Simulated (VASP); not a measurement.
# Sc (Im-3m) in VASP: a series of runs

Sc is run at these levels: LDA; tasks: single point.

Program: VASP 6.6.1. These are calculated values, not measurements. Logs are shortened: lines on timing, memory, paths and dates and some standing lists are left out, and cuts for length are marked.

## 1. The cell of the first run

It takes space group Im-3m (No. 229, cubic). Conventional cell: a = 3.571 Å, b = 3.571 Å, c = 3.571 Å, α = 90.00°, β = 90.00°, γ = 90.00°. Sc (site symmetry m-3m) has 14 Sc at 3.09 to 3.57 Å within 4.1 Å.

## 2. Single point, LDA

Contents of INCAR:

```
  PREC = Accurate
  ENCUT = 520
  EDIFF = 1E-6
  ISMEAR = -1
  SIGMA = 0.1
  LREAL = F
  LASPH = T
  NELM = 60
  ALGO = Normal
  ISIF = 2
  LWAVE = F
  LCHARG = F
  NBANDS = 12
```

Contents of KPOINTS:

```
regular mesh
0
Gamma
  12 12 12
```

Contents of POSCAR:

```
Sc
1.0
   -1.7855579777      1.7855579777      1.7855579777
    1.7855579777     -1.7855579777      1.7855579777
    1.7855579777      1.7855579777     -1.7855579777
Sc
1
Direct
    0.0000000000      0.0000000000      0.0000000000
```

Potentials or basis: VASP PAW LDA potentials, release 64 (Sc_sv).

Started as:

```bash
$ cat potpaw_LDA.64/Sc_sv/POTCAR > POTCAR
$ mpirun -np 1 vasp_std > vasp.out
```

OUTCAR:

```text
PREC = Accurate
   ENCUT = 520
   EDIFF = 1E-6
   ISMEAR = -1
   LREAL = F
   LASPH = T
   NELM = 60
   ISIF = 2

 ion  position               nearest neighbor table
   1  0.000  0.000  0.000-

  LATTYP: Found a body centered cubic cell.
 ALAT       =     3.5711159554

  Lattice vectors:

 A1 = (  -1.7855579777,   1.7855579777,   1.7855579777)
 A2 = (   1.7855579777,  -1.7855579777,   1.7855579777)
 A3 = (   1.7855579777,   1.7855579777,  -1.7855579777)

Analysis of symmetry for initial positions (statically):
=====================================================================
 Subroutine PRICEL returns:
 Original cell was already a primitive cell.

 Routine SETGRP: Setting up the symmetry group for a
 body centered cubic supercell.

 Subroutine GETGRP returns: Found 48 space group operations
 (whereof 48 operations were pure point group operations)
 out of a pool of 48 trial point group operations.

The static configuration has the point symmetry O_h .

Analysis of symmetry for dynamics (positions and initial velocities):
=====================================================================
 Subroutine PRICEL returns:
 Original cell was already a primitive cell.

 Routine SETGRP: Setting up the symmetry group for a
 body centered cubic supercell.

 Subroutine GETGRP returns: Found 48 space group operations
 (whereof 48 operations were pure point group operations)
 out of a pool of 48 trial point group operations.

The dynamic configuration has the point symmetry O_h .

 Subroutine INISYM returns: Found 48 space group operations
 (whereof 48 operations are pure point group operations),
 and found     1 'primitive' translations

----------------------------------------------------------------------------------------

                                     Primitive cell

  volume of cell :      22.7710

  direct lattice vectors                    reciprocal lattice vectors
    -1.785557978  1.785557978  1.785557978     0.000000000  0.280024511  0.280024511
     1.785557978 -1.785557978  1.785557978     0.280024511  0.000000000  0.280024511
     1.785557978  1.785557978 -1.785557978     0.280024511  0.280024511  0.000000000

  length of vectors
     3.092677137  3.092677137  3.092677137     0.396014462  0.396014462  0.396014462

  position of ions in fractional coordinates (direct lattice)
     0.000000000  0.000000000  0.000000000

  ion indices of the primitive-cell ions
[... 79 lines left out ...]
   NFREE  =      0    steps in history (QN), initial steepest desc. (CG)
   ISIF   =      2    stress and relaxation
   ISYM   =      2    0-nonsym 1-usesym 2-fastsym
   POTIM  = 0.5000    time-step for ionic-motion
   TEBEG  =    0.0;   TEEND  =   0.0 temperature during run
   PSTRESS=    0.0 pullay stress
   NELECT =      11.0000    total number of electrons
   NUPDOWN=      -1.0000    fix difference up-down
   EMIN   =  10.00;   EMAX   =-10.00  energy-range for DOS
   EFERMI =   0.00;   METHOD = LEGACY
   ISMEAR =    -1;   SIGMA  =   0.10  broadening in eV -4-tet -1-fermi 0-gaus
   EFERMI_NEDOS =   21; number of points for ismear=-14 and -15
   IALGO  =     38    algorithm
   IMIX   =      4    mixing-type and parameters
     AMIX     =   0.40;   BMIX     =  1.00
     AMIX_MAG =   1.60;   BMIX_MAG =  1.00
  volume/ion in A,a.u.               =      22.77       153.67
  Fermi-wavevector in a.u.,A,eV,Ry     =   1.284533  2.427414 22.449937  1.650024
  Thomas-Fermi vector in A             =   2.416721
   LORBIT       =      0    0 simple, 1 ext, 2 COOP (PROOUT), +10 PAW based schemes
   GGA     = CA    functional components
   LHFCALC =     F    Hartree Fock is set to
   AEXX    =    0.0000 exact exchange contribution
   IVDW    =     0    specifies the selected vdW correction
   LEPSILON=     F    determine dielectric tensor
   LRPA    =     F    only Hartree local field effects (RPA)
 non-spin polarized calculation
  energy-cutoff  :      520.00
  volume of cell :       22.77
 maximum number of plane-waves:       632
   NGX = 11   NGY = 11   NGZ = 11

 number of electron      10.9999997 magnetization

 Free energy of the ion-electron system (eV)
  ---------------------------------------------------
  ext. energy  EPLUGINS =         0.00000000
  ---------------------------------------------------
  free energy    TOTEN  =        -6.64417686 eV

  energy without entropy =       -6.56639440  energy(sigma->0) =       -6.60528563

 E-fermi :   4.0538     XC(G=0): -10.4769

 val. band max:        4.0490052804   @ k =   0.1667   0.1667   0.1667
 cond. band min:       4.0592966438   @ k =   0.3333   0.1667   0.1667
 fundamental gap:      0.0102913635
 Fermi energy:         4.0537761479

 k-point     1 :       0.0000    0.0000    0.0000
  band No.  band energies     occupation
      1     -44.7058      2.00000
      2     -23.3938      2.00000
      3     -23.3938      2.00000
      4     -23.3938      2.00000
      5      -1.2786      2.00000
      6       5.5465      0.00000
      7       5.5465      0.00000
      8       5.5465      0.00000
      9       7.1477      0.00000
     10       7.1477      0.00000
     11      18.7653      0.00000
     12      18.7653      0.00000
[... 331 lines left out ...]
 k-point    24 :       0.4167    0.0833    0.0833
  band No.  band energies     occupation
      1     -44.6094      2.00000
      2     -23.8912      2.00000
      3     -23.5867      2.00000
      4     -23.4313      2.00000
      5       2.4968      2.00000
      6       4.1253      0.65689
      7       4.5059      0.02151
      8       7.2165      0.00000
      9       7.5038      0.00000
     10       9.1613      0.00000
     11      11.5937      0.00000
     12      14.8665      0.00000

 [... further k-points ...]

------------------------ aborting loop because EDIFF is reached ----------------------------------------

  FORCE on cell =-STRESS in cart. coord.  units (eV):
  Direction    XX          YY          ZZ          XY          YZ          ZX
  --------------------------------------------------------------------------------------
  -------------------------------------------------------------------------------------
  Total        0.0042578      0.0042578      0.0042578      0.0000000      0.0000000      0.0000000
  in kB        0.2995841      0.2995841      0.2995841      0.0000000      0.0000000      0.0000000
  external PRESSURE =       0.2995841 kB  Pullay stress =       0.0000000 kB

 VOLUME and BASIS-vectors are now :
 -----------------------------------------------------------------------------
  energy-cutoff  :      520.00
  volume of cell :       22.77
      direct lattice vectors                 reciprocal lattice vectors
    -1.785557978  1.785557978  1.785557978     0.000000000  0.280024511  0.280024511
     1.785557978 -1.785557978  1.785557978     0.280024511  0.000000000  0.280024511
     1.785557978  1.785557978 -1.785557978     0.280024511  0.280024511  0.000000000

 POSITION                                       TOTAL-FORCE (eV/Angst)
 -----------------------------------------------------------------------------------
      0.00000      0.00000      0.00000        -0.000000     -0.000000     -0.000000
 -----------------------------------------------------------------------------------
    total drift:                               -0.000000      0.000000      0.000000

  FREE ENERGIE OF THE ION-ELECTRON SYSTEM (eV)
  ---------------------------------------------------
  free  energy   TOTEN  =        -6.6441768597 eV

  energy  without entropy=       -6.5663944028  energy(sigma->0) =       -6.60528563
```

It took 18 s on 1 thread of AMD EPYC 7R43 (Zen 3), shared host; peak memory 0.1 GiB.

What came out:

```
Free energy : -6.6442 eV
Pressure    : 0.0 GPa
```

## 3. Single point, LDA (volume scaled by 0.88)

Contents of INCAR:

```
SYSTEM = Sc
PREC = Accurate
ENCUT = 520
EDIFF = 1E-6
ISMEAR = -1
SIGMA = 0.1
LREAL = .FALSE.
LASPH = .TRUE.
NELM = 80
ALGO = Normal
ISIF = 2
LWAVE = .FALSE.
LCHARG = .TRUE.
GGA = CA
LELF = .TRUE.
LVHAR = .TRUE.
NBANDS = 12
```

Contents of KPOINTS:

```
regular mesh
0
G
  20 20 20
  0 0 0
```

Contents of POSCAR:

```
Sc
1.0
   -1.7110715900      1.7110715900      1.7110715900
    1.7110715900     -1.7110715900      1.7110715900
    1.7110715900      1.7110715900     -1.7110715900
Sc
1
Direct
    0.0000000000      0.0000000000      0.0000000000
```

Potentials or basis: VASP PAW LDA potentials, release 64 (Sc_sv).

Started as:

```bash
$ cat potpaw_LDA.64/Sc_sv/POTCAR > POTCAR
$ mpirun -np 1 vasp_std > vasp.out
```

OUTCAR:

```text
SYSTEM = Sc
   PREC = Accurate
   ENCUT = 520
   EDIFF = 1E-6
   ISMEAR = -1
   LREAL = .FALSE.
   LASPH = .TRUE.
   NELM = 80
   ISIF = 2
   GGA = CA

 ion  position               nearest neighbor table
   1  0.000  0.000  0.000-

  LATTYP: Found a body centered cubic cell.
 ALAT       =     3.4221431800

  Lattice vectors:

 A1 = (  -1.7110715900,   1.7110715900,   1.7110715900)
 A2 = (   1.7110715900,  -1.7110715900,   1.7110715900)
 A3 = (   1.7110715900,   1.7110715900,  -1.7110715900)

Analysis of symmetry for initial positions (statically):
=====================================================================
 Subroutine PRICEL returns:
 Original cell was already a primitive cell.

 Routine SETGRP: Setting up the symmetry group for a
 body centered cubic supercell.

 Subroutine GETGRP returns: Found 48 space group operations
 (whereof 48 operations were pure point group operations)
 out of a pool of 48 trial point group operations.

The static configuration has the point symmetry O_h .

Analysis of symmetry for dynamics (positions and initial velocities):
=====================================================================
 Subroutine PRICEL returns:
 Original cell was already a primitive cell.

 Routine SETGRP: Setting up the symmetry group for a
 body centered cubic supercell.

 Subroutine GETGRP returns: Found 48 space group operations
 (whereof 48 operations were pure point group operations)
 out of a pool of 48 trial point group operations.

The dynamic configuration has the point symmetry O_h .

 Subroutine INISYM returns: Found 48 space group operations
 (whereof 48 operations are pure point group operations),
 and found     1 'primitive' translations

----------------------------------------------------------------------------------------

                                     Primitive cell

  volume of cell :      20.0385

  direct lattice vectors                    reciprocal lattice vectors
    -1.711071590  1.711071590  1.711071590     0.000000000  0.292214541  0.292214541
     1.711071590 -1.711071590  1.711071590     0.292214541  0.000000000  0.292214541
     1.711071590  1.711071590 -1.711071590     0.292214541  0.292214541  0.000000000

  length of vectors
     2.963662929  2.963662929  2.963662929     0.413253768  0.413253768  0.413253768

  position of ions in fractional coordinates (direct lattice)
     0.000000000  0.000000000  0.000000000

  ion indices of the primitive-cell ions
   primitive index   ion index
                 1           1

----------------------------------------------------------------------------------------

 KPOINTS: regular mesh

Automatic generation of k-mesh.
 Grid dimensions read from file:
 generate k-points for:   20   20   20

 Generating k-lattice:

  Cartesian coordinates                     Fractional coordinates (reciprocal lattice)
     0.000000000  0.014610727  0.014610727     0.050000000  0.000000000  0.000000000
     0.014610727  0.000000000  0.014610727     0.000000000  0.050000000  0.000000000
     0.014610727  0.014610727  0.000000000     0.000000000  0.000000000  0.050000000

  Length of vectors
     0.020662688  0.020662688  0.020662688

  Shift w.r.t. Gamma in fractional coordinates (k-lattice)
     0.000000000  0.000000000  0.000000000

 Subroutine IBZKPT returns following result:
 ===========================================

 Found    256 irreducible k-points:

 Following reciprocal coordinates:
            Coordinates               Weight
  0.000000  0.000000  0.000000      1.000000
  0.050000  0.000000  0.000000     12.000000
  0.100000  0.000000  0.000000     12.000000
  0.150000  0.000000  0.000000     12.000000
  0.200000  0.000000  0.000000     12.000000
  0.250000  0.000000  0.000000     12.000000
[... 16 lines left out ...]
  0.200000  0.100000  0.000000     48.000000
  0.250000  0.100000 -0.000000     48.000000
 [... further k-points ...]
   k-points           NKPTS =    256   k-points in BZ     NKDIM =    256   number of bands    NBANDS=     12
   number of dos      NEDOS =    301   number of ions     NIONS =      1
   total plane-waves  NPLWV =  13824
   dimension x,y,z NGX =    24 NGY =   24 NGZ =   24
   dimension x,y,z NGXF=    48 NGYF=   48 NGZF=   48
   ions per type =               1
   NGX,Y,Z   is equivalent  to a cutoff of  13.46, 13.46, 13.46 a.u.
   NGXF,Y,Z  is equivalent  to a cutoff of  26.93, 26.93, 26.93 a.u.
 SYSTEM =  Sc
   PREC   = accura    normal or accurate (medium, high low for compatibility)
   ISTART =      0    job   : 0-new  1-cont  2-samecut
   ICHARG =      2    charge: 1-file 2-atom 10-const
   ISPIN  =      1    spin polarized calculation?
   LNONCOLLINEAR =      F non collinear calculations
   LSORBIT =      F    spin-orbit coupling
   LASPH  =      T    aspherical Exc in radial PAW
   ENCUT  =  520.0 eV  38.22 Ry    6.18 a.u.   5.51  5.51  5.51*2*pi/ulx,y,z
   NELM   =     80;   NELMIN=  2; NELMDL= -5     # of ELM steps
   EDIFF  = 0.1E-05   stopping-criterion for ELM
   LREAL  =      F    real-space projection
   EDIFFG = 0.1E-04   stopping-criterion for IOM
   NSW    =      0    number of steps for IOM
   IBRION =     -1    ionic relax: 0-MD 1-quasi-New 2-CG
   NFREE  =      0    steps in history (QN), initial steepest desc. (CG)
   ISIF   =      2    stress and relaxation
   ISYM   =      2    0-nonsym 1-usesym 2-fastsym
   POTIM  = 0.5000    time-step for ionic-motion
   TEBEG  =    0.0;   TEEND  =   0.0 temperature during run
   PSTRESS=    0.0 pullay stress
   NELECT =      11.0000    total number of electrons
   NUPDOWN=      -1.0000    fix difference up-down
   EMIN   =  10.00;   EMAX   =-10.00  energy-range for DOS
   EFERMI =   0.00;   METHOD = LEGACY
   ISMEAR =    -1;   SIGMA  =   0.10  broadening in eV -4-tet -1-fermi 0-gaus
   EFERMI_NEDOS =   21; number of points for ismear=-14 and -15
   IALGO  =     38    algorithm
   IMIX   =      4    mixing-type and parameters
     AMIX     =   0.40;   BMIX     =  1.00
     AMIX_MAG =   1.60;   BMIX_MAG =  1.00
  volume/ion in A,a.u.               =      20.04       135.23
  Fermi-wavevector in a.u.,A,eV,Ry     =   1.340451  2.533085 24.447062  1.796808
  Thomas-Fermi vector in A             =   2.468763
   LORBIT       =      0    0 simple, 1 ext, 2 COOP (PROOUT), +10 PAW based schemes
   GGA     = CA    functional components
   LHFCALC =     F    Hartree Fock is set to
   AEXX    =    0.0000 exact exchange contribution
   IVDW    =     0    specifies the selected vdW correction
   LEPSILON=     F    determine dielectric tensor
   LRPA    =     F    only Hartree local field effects (RPA)
 non-spin polarized calculation
  energy-cutoff  :      520.00
  volume of cell :       20.04
 maximum number of plane-waves:       563
 NGX is ok and might be reduce to    24
   NGX = 11   NGY = 11   NGZ = 11

 number of electron      11.0000000 magnetization

 Free energy of the ion-electron system (eV)
  ---------------------------------------------------
  ext. energy  EPLUGINS =         0.00000000
  ---------------------------------------------------
  free energy    TOTEN  =        -6.57072910 eV

  energy without entropy =       -6.50001917  energy(sigma->0) =       -6.53537414

 E-fermi :   4.8951     XC(G=0): -11.0307

 val. band max:        4.8937796563   @ k =   0.3500   0.1500   0.0500
 cond. band min:       4.9048525755   @ k =   0.2500   0.2000  -0.0000
 fundamental gap:      0.0110729193
 Fermi energy:         4.8950754613

 k-point     1 :       0.0000    0.0000    0.0000
  band No.  band energies     occupation
      1     -43.5712      2.00000
      2     -22.1275      2.00000
      3     -22.1275      2.00000
      4     -22.1275      2.00000
      5      -0.6260      2.00000
      6       6.5482      0.00000
      7       6.5482      0.00000
      8       6.5482      0.00000
      9       8.4054      0.00000
     10       8.4054      0.00000
     11      20.4778      0.00000
     12      20.4778      0.00000
[... 331 lines left out ...]
 k-point    24 :       0.2500    0.1000   -0.0000
  band No.  band energies     occupation
      1     -43.4608      2.00000
      2     -22.6728      2.00000
      3     -22.3003      2.00000
      4     -22.1591      2.00000
      5       1.9438      2.00000
      6       5.4018      0.01252
      7       5.5319      0.00343
      8       8.0394      0.00000
      9       8.7237      0.00000
     10       8.8500      0.00000
     11      16.9402      0.00000
     12      18.2784      0.00000

 [... further k-points ...]

------------------------ aborting loop because EDIFF is reached ----------------------------------------

  FORCE on cell =-STRESS in cart. coord.  units (eV):
  Direction    XX          YY          ZZ          XY          YZ          ZX
  --------------------------------------------------------------------------------------
  -------------------------------------------------------------------------------------
  Total        1.1466037      1.1466037      1.1466037     -0.0000000      0.0000000     -0.0000000
  in kB       91.6767885     91.6767885     91.6767885     -0.0000000      0.0000000     -0.0000000
  external PRESSURE =      91.6767885 kB  Pullay stress =       0.0000000 kB

 VOLUME and BASIS-vectors are now :
 -----------------------------------------------------------------------------
  energy-cutoff  :      520.00
  volume of cell :       20.04
      direct lattice vectors                 reciprocal lattice vectors
    -1.711071590  1.711071590  1.711071590     0.000000000  0.292214541  0.292214541
     1.711071590 -1.711071590  1.711071590     0.292214541  0.000000000  0.292214541
     1.711071590  1.711071590 -1.711071590     0.292214541  0.292214541  0.000000000

 POSITION                                       TOTAL-FORCE (eV/Angst)
 -----------------------------------------------------------------------------------
      0.00000      0.00000      0.00000         0.000000      0.000000      0.000000
 -----------------------------------------------------------------------------------
    total drift:                               -0.000000      0.000000      0.000000

  FREE ENERGIE OF THE ION-ELECTRON SYSTEM (eV)
  ---------------------------------------------------
  free  energy   TOTEN  =        -6.5707291028 eV

  energy  without entropy=       -6.5000191712  energy(sigma->0) =       -6.53537414
```

Wall time 67 s (1 thread of AMD EPYC 7R43 (Zen 3), shared host); peak memory 0.13 GiB.

Results:

| Quantity | Value |
| --- | --- |
| Free energy | -6.5707 eV |
| Pressure | 9.2 GPa |
